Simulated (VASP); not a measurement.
# Sb (R-3m) in VASP: settings compared, part 2 of 2

VASP 6.6.1.

## Step 3: Relaxation of cell and atoms, BLYP+D3(BJ)

This run uses another cell than the first one, of 30.21 Å³/atom, 0.972 times its volume.

Input file INCAR:

```
SYSTEM = Sb
PREC     = Accurate       ! precision mode
ENCUT    = 600            ! plane-wave cutoff, eV
EDIFF    = 1E-6           ! SCF threshold, eV
ISMEAR   = -1             ! smearing method
SIGMA    = 0.05           ! smearing width, eV
LREAL    = .FALSE.        ! projectors in reciprocal space
LASPH    = .TRUE.         ! aspherical terms in the spheres
NELM     = 100            ! most SCF steps
ALGO     = Normal         ! electronic algorithm
ISIF     = 3              ! what is computed and relaxed
LWAVE    = .FALSE.        ! write WAVECAR
LCHARG   = .FALSE.        ! write CHGCAR
GGA      = B5             ! functional
ALDAX    = 1.0          
AGGAX    = 1.0          
AGGAC    = 1.0          
ALDAC    = 0.0          
IVDW     = 12             ! dispersion correction
VDW_S6   = 1.0          
VDW_S8   = 2.6996       
VDW_A1   = 0.4298       
VDW_A2   = 4.2359       
IBRION   = 2              ! ionic algorithm
NSW      = 60             ! ionic steps
EDIFFG   = -0.01          ! ionic threshold
```

Input file KPOINTS:

```
Automatic mesh
0
G
  8 8 8
  0 0 0
```

Input file POSCAR:

```
Sb
1.0
    2.1542000000      1.2437279499      3.7580000000
   -2.1542000000      1.2437279499      3.7580000000
    0.0000000000     -2.4874558998      3.7580000000
Sb
2
Direct
    0.7665100000      0.7665100000      0.7665100000
    0.2334900000      0.2334900000      0.2334900000
```

Potentials or basis: VASP PAW PBE potentials, release 64 (Sb).

Command:

```
$ cat potpaw_PBE.64/Sb/POTCAR > POTCAR
$ mpirun -np 1 vasp_std > vasp.out
```

Wall time 1.7 min (1 thread of Intel Xeon 6975P-C (Granite Rapids), shared host); peak memory 0.23 GiB.

It converged, with:

* Free energy: -8.9172 eV
* Relaxed volume: 30.36 Å³/atom
* Relaxed cell: a = 4.485 Å, b = 4.485 Å, c = 4.485 Å, α = 57.90°, β = 57.90°, γ = 57.90°
* Space group after relaxing (to 0.05 Å): R-3m (No. 166)
* Energy gained by relaxing: 3.2 meV/atom
* Ionic steps: 7
* Pressure after relaxing: 0.0 GPa
* Band gap on the k mesh: zero (band 5 reaches 7.78 eV, above the bottom of band 6 at 7.55 eV)
* Dispersion energy per atom: -1.105 eV

Step by step:
```csv
step,energy change (eV),largest force (eV/Å),pressure (GPa),volume (Å³)
1,0.0000,0.2047,1.00,60.41
2,-0.0029,0.0276,-0.82,62.07
3,-0.0046,0.0571,-0.15,61.43
4,-0.0053,0.0438,-0.11,61.27
5,-0.0064,0.0054,0.04,60.79
6,-0.0064,0.0010,0.04,60.73
7,-0.0064,0.0002,0.03,60.72
```

Final structure:
```yaml
crystal:
  lattice:
    - [2.17099, 1.25342, 3.71893]
    - [-2.17099, 1.25342, 3.71893]
    - [0.00000, -2.50684, 3.71893]
  atoms:
    - { symbol: Sb, position: [0.76478, 0.76478, 0.76478] }
    - { symbol: Sb, position: [0.23522, 0.23522, 0.23522] }
```

Levels at points of the mesh, in eV from the Fermi level:
```csv
k point,band 3,band 4,band 5,band 6,band 7,band 8
"(0.00, 0.00, 0.00)",-2.05,-1.91,-1.91,2.17,2.65,2.65
"(0.50, 0.00, 0.00)",-1.87,-1.70,-0.38,-0.19,0.23,0.31
"(0.50, 0.50, 0.00)",-5.44,-3.74,-3.70,1.84,4.77,5.30
"(0.50, 0.50, 0.50)",-1.34,-1.34,-0.51,-0.05,-0.05,0.93
```

Caveat: the PAW data sets were made with another functional, which shifts forces and pressure a little; spin-orbit coupling is left out, which moves the levels of the heavy elements; pairwise dispersion overbinds metals, which lowers pressure and volume. Zero-point motion and thermal expansion aren't in these numbers.

## Step 4: Single point, PBEsol-based screened hybrid

This run uses another cell than the first one, of 30.21 Å³/atom, 0.972 times its volume.

POSCAR is that of step 3.

Input file INCAR.step1:

```
SYSTEM = Sb
  PREC = Accurate
  ENCUT = 520
  EDIFF = 1E-5
  ISMEAR = -1
  SIGMA = 0.05
  LREAL = .False.
  LASPH = .True.
  NELM = 100
  ALGO = Normal
  ISIF = 2
  LWAVE = .True.
  LCHARG = .False.
  GGA = PE
  NBANDS = 12
```

Input file INCAR.step2:

```
SYSTEM = Sb
  PREC = Accurate
  ENCUT = 520
  EDIFF = 1E-6
  ISMEAR = -1
  SIGMA = 0.05
  LREAL = .False.
  LASPH = .True.
  NELM = 100
  ALGO = Normal
  ISIF = 2
  LWAVE = .False.
  LCHARG = .False.
  GGA = PS
  LHFCALC = .True.
  AEXX = 0.25
  HFSCREEN = 0.207
  PRECFOCK = Normal
  ISTART = 1
  NBANDS = 12
```

Input file KPOINTS:

```
regular mesh
0
Gamma
  4 4 4
  0 0 0
```

Potentials or basis: VASP PAW PBE potentials, release 64 (Sb).

Command:

```
$ cat potpaw_PBE.64/Sb/POTCAR > POTCAR
$ cp INCAR.step1 INCAR
$ mpirun -np 1 vasp_std > vasp.out
$ cp INCAR.step2 INCAR
$ mpirun -np 1 vasp_std > vasp.out
```

OUTCAR:

```text
SYSTEM = Sb
   PREC = Accurate
   ENCUT = 520
   EDIFF = 1E-6
   ISMEAR = -1
   LREAL = .False.
   LASPH = .True.
   NELM = 100
   ISIF = 2
   GGA = PS
   LHFCALC = .True.
   AEXX = 0.25
   HFSCREEN = 0.207
   PRECFOCK = Normal
   ISTART = 1

 ion  position               nearest neighbor table
   1  0.767  0.767  0.767-   2 2.91   2 2.91   2 2.91   2 3.35   2 3.35   2 3.35
   2  0.233  0.233  0.233-   1 2.91   1 2.91   1 2.91   1 3.35   1 3.35   1 3.35

  LATTYP: Found a trigonal (rhomboedric) cell.
[... 382 lines left out ...]

  FORCE on cell =-STRESS in cart. coord.  units (eV):
  Direction    XX          YY          ZZ          XY          YZ          ZX
  --------------------------------------------------------------------------------------
  -------------------------------------------------------------------------------------
  Total       -0.5748267     -0.5748267     -0.8062567     -0.0000000     -0.0000000      0.0000000
  in kB      -15.2450237    -15.2450237    -21.3827963     -0.0000000     -0.0000000      0.0000000
  external PRESSURE =     -17.2909479 kB  Pullay stress =       0.0000000 kB

 VOLUME and BASIS-vectors are now :
 -----------------------------------------------------------------------------
  energy-cutoff  :      520.00
  volume of cell :       60.41
      direct lattice vectors                 reciprocal lattice vectors
     2.154200000  1.243727950  3.758000000     0.232104726  0.134005726  0.088699663
    -2.154200000  1.243727950  3.758000000    -0.232104726  0.134005726  0.088699663
     0.000000000 -2.487455900  3.758000000     0.000000000 -0.268011452  0.088699663

 POSITION                                       TOTAL-FORCE (eV/Angst)
 -----------------------------------------------------------------------------------
      0.00000      0.00000      8.64163         0.000000      0.000000      0.438260
      0.00000      0.00000      2.63237         0.000000     -0.000000     -0.438260
 -----------------------------------------------------------------------------------
    total drift:                               -0.000000      0.000000     -0.000000

  FREE ENERGIE OF THE ION-ELECTRON SYSTEM (eV)
  ---------------------------------------------------
  free  energy   TOTEN  =       -10.7732856345 eV

  energy  without entropy=      -10.7719497480  energy(sigma->0) =      -10.77261769
```

OUTCAR.step1:

```text
SYSTEM = Sb
   PREC = Accurate
   ENCUT = 520
   EDIFF = 1E-5
   ISMEAR = -1
   LREAL = .False.
[... 404 lines left out ...]
      0.00000      0.00000      8.64163         0.000000     -0.000000      0.039782
      0.00000      0.00000      2.63237         0.000000      0.000000     -0.039782
 -----------------------------------------------------------------------------------
    total drift:                                0.000000     -0.000000     -0.000000

  FREE ENERGIE OF THE ION-ELECTRON SYSTEM (eV)
  ---------------------------------------------------
  free  energy   TOTEN  =        -8.3003658363 eV

  energy  without entropy=       -8.2947815497  energy(sigma->0) =       -8.29757369
```

It took 6.4 min on 1 thread of Intel Xeon Platinum 8488C (Sapphire Rapids), shared host; peak memory 0.3 GiB.

What came out:

```
Free energy            : -10.7733 eV
Pressure               : -1.7 GPa
Largest force          : 0.438 eV/Å
Band gap on the k mesh : 0.32 eV, indirect (least direct gap 0.38 eV)
```

Forces on the atoms (eV/Å):
```
Sb   0.000  0.000  0.438
Sb   0.000  0.000 -0.438
```

Stress tensor (GPa, compression positive):
```
-1.52  0.00  0.00
 0.00 -1.52  0.00
 0.00  0.00 -2.14
```

Caveat: the k points lie up to 0.44 Å⁻¹ apart; the PAW data sets were made with another functional, which shifts forces and pressure a little; spin-orbit coupling is left out, which moves the levels of the heavy elements. A k mesh can miss the band edges.

## Step 5: Single point, PBE (volume scaled by 1.04)

Input file INCAR:

```
SYSTEM = Sb
  ALGO = Normal
  EDIFF = 1E-6
  ENCUT = 520
  GGA = PE
  ISIF = 2
  ISMEAR = -1
  LASPH = .True.
  LCHARG = .True.
  LELF = .True.
  LREAL = .False.
  LVHAR = .True.
  LWAVE = .False.
  NBANDS = 12
  NELM = 60
  PREC = Accurate
  SIGMA = 0.05
```

Input file KPOINTS:

```
k-points
0
Gamma
  8 8 8
  0 0 0
```

Input file POSCAR:

```
Sb
1.0
    2.1825479877      1.2600946682      3.8074530396
   -2.1825479877      1.2600946682      3.8074530396
    0.0000000000     -2.5201893365      3.8074530396
Sb
2
Direct
    0.7665100000      0.7665100000      0.7665100000
    0.2334900000      0.2334900000      0.2334900000
```

Command:

```
$ cat potpaw_PBE.64/Sb/POTCAR > POTCAR
$ mpirun -np 1 vasp_std > vasp.out
```

It used 34 s of CPU time on 1 thread of Intel Xeon 6975P-C, on a shared host.

The run converged. Its results:

```
Free energy            : -8.2818 eV
Pressure               : 0.5 GPa
Largest force          : 0.005 eV/Å
Band gap on the k mesh : zero (band 5 reaches 6.87 eV, above the bottom of band 6 at 6.58 eV)
```

Forces in eV/Å, atoms in the order of the input:
```
Sb   0.000  0.000  0.005
Sb   0.000  0.000 -0.005
```

Stress tensor (GPa, compression positive):
```
0.54 0.00 0.00
0.00 0.54 0.00
0.00 0.00 0.41
```

Levels at points of the mesh, in eV from the Fermi level:
```
           k point  band 3  band 4  band 5  band 6  band 7  band 8
(0.00, 0.00, 0.00)   -2.03   -1.79   -1.79    1.98    2.56    2.56
(0.50, 0.00, 0.00)   -1.92   -1.81   -0.34   -0.28    0.14    0.48
(0.50, 0.50, 0.00)   -5.28   -3.64   -3.56    1.58    4.67    5.27
(0.50, 0.50, 0.50)   -1.32   -1.32   -0.60    0.11    0.11    0.99
```

Caveat: the cell differs from its parent crystal (volume scaled by 1.04); spin-orbit coupling is left out, which moves the levels of the heavy elements.

## Step 6: Summary

| task | level | cell | k mesh | cutoff (eV) | grid for exact exchange (PRECFOCK) | share of exact exchange | screening parameter | gap on the mesh (eV) | pressure (GPa) | largest force (eV/Å) |
| --- | --- | --- | --- | --- | --- | --- | --- | --- | --- | --- |
| single point | BLYP+D4 | a = 4.542 Å, angles 57.3°, 2 atoms | 8 × 8 × 8 | 520 | - | - | - | none | 0.3 | 0.06 |
| relaxation of cell and atoms | BLYP+D3(BJ) | relaxed from a = 4.507 Å, angles 57.1°, 2 atoms | 8 × 8 × 8 | 600 | - | - | - | none | 0.0 | - |
| single point | PBEsol-based screened hybrid | a = 4.507 Å, angles 57.1°, 2 atoms | 4 × 4 × 4 | 520 | Normal | 0.25 | 0.207 1/Å | 0.32 | -1.7 | 0.44 |
| single point | PBE | a = 4.566 Å, angles 57.1°, 2 atoms | 8 × 8 × 8 | 520 | - | - | - | none | 0.5 | 0.01 |

Alike in all rows: potentials or basis VASP PAW PBE potentials, release 64 (Sb); no spin polarisation; smearing fermi-dirac 0.05 eV.

Caveats: some runs use coarse meshes; spin-orbit coupling is left out, which moves the levels of the heavy elements; the PAW data sets were made with another functional, which shifts forces and pressure a little (some runs); pairwise dispersion overbinds metals, which lowers pressure and volume (some runs).

Total energies depend on the potentials used, so only differences within one code and one set of settings carry meaning.
